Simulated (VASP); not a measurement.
SnO2, 12 atoms in the cell. The typed cell holds 12 atoms: a = 5.553 Å, b = 5.553 Å, c = 5.553 Å, α = 69.30°, β = 69.30°, γ = 69.30°. 

* Program: VASP 6.6.1
* Task: single point
* Functional: LDA
* Potentials or basis: VASP PAW LDA potentials, release 64 (Sn_d, O)
* Cutoff: 520 eV
* k mesh: 6 × 6 × 6
* Occupations: gaussian, width 0.05 eV
* Spin: no spin polarisation
* Dipole correction: no
* Further INCAR settings: ALGO = Normal; EDIFF = 1e-06; NBANDS = 64

Potentials or basis: VASP PAW LDA potentials, release 64 (Sn_d, O).

Run with:

```sh
$ cat potpaw_LDA.64/Sn_d/POTCAR potpaw_LDA.64/O/POTCAR > POTCAR
$ mpirun -np 1 vasp_std > vasp.out
```

Hardware: 1 thread of Intel(R) Xeon(R) Platinum 8259CL CPU @ 2.50GHz (Skylake/Cascade Lake) (shared host).

Question: How long does it take, and how much memory?

Answer: It took 4.9 min on 1 thread of Intel(R) Xeon(R) Platinum 8259CL CPU @ 2.50GHz (Skylake/Cascade Lake), with other jobs on the host, peak memory 0.34 GiB. Counts: scf iterations 14, k points 32.
